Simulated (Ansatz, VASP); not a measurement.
One calculation of ZnSe, two programs

```
Se Zn
1.0
     0.00000    2.85257    2.85257
     2.85257    0.00000    2.85257
     2.85257    2.85257    0.00000
Se Zn
1 1
Direct
  0.75000 0.75000 0.75000
  0.00000 0.00000 0.00000
```

Alike in both runs: task single point; functional PBEsol; k mesh 8 × 8 × 8; occupations fermi-dirac, width 0.05 eV; no spin polarisation.

|  | VASP | Ansatz |
| --- | --- | --- |
| version | VASP 6.6.1 | Ansatz 0.2.0 |
| potentials or method | VASP PAW PBE potentials, release 64 (Se, Zn) | Ansatz PAW |
| plane-wave cutoff (eV) | 520 | 420 |
| valence electrons in the cell | 18 | 28 |

|  | VASP | Ansatz | Ansatz less VASP |
| --- | --- | --- | --- |
| gap on the k mesh at the Fermi level (eV) | 1.09 | 1.09 | -0.003 |
| least direct gap on the mesh (eV) | 1.09 | 1.09 | -0.003 |
| pressure (GPa) | -2.0 | -2.3 | -0.24 |

VASP's potentials were made for PBE, not for PBEsol. VASP's potentials hold 18 valence electrons a cell and Ansatz's 28, so a difference there can come from the potentials and not from the codes.
